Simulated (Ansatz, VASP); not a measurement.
# ZnS in VASP and in Ansatz

```
CELL_PARAMETERS angstrom
3.84407 0.00000 0.00000
-1.92203 3.32906 0.00000
0.00000 0.00000 6.36769
ATOMIC_POSITIONS crystal
Zn 0.33333 0.66667 0.00027
Zn 0.66667 0.33333 0.50027
S 0.33333 0.66667 0.37473
S 0.66667 0.33333 0.87473
```

Change from the starting cell: strain along c alone, the other axes held, atoms relaxed: +1.0 %.

Alike in both runs: task relaxation of the atoms; functional PBE; k mesh 12 × 12 × 4; occupations gaussian, width 0.02 eV; no spin polarisation.

```csv
,VASP,Ansatz
version,VASP 6.6.1,Ansatz 0.2.0
potentials or method,"VASP PAW PBE potentials, release 64 (Zn, S), cutoff 520 eV","scalar-relativistic, plane waves, PAW"
valence electrons in the cell,36,36
```

|  | VASP | Ansatz | Ansatz less VASP |
| --- | --- | --- | --- |
| gap on the k mesh at the Fermi level, each at its own relaxed structure (eV) | 2.01 | 2.01 | -0.003 |

Ansatz's warnings: stress scf threshold loose.
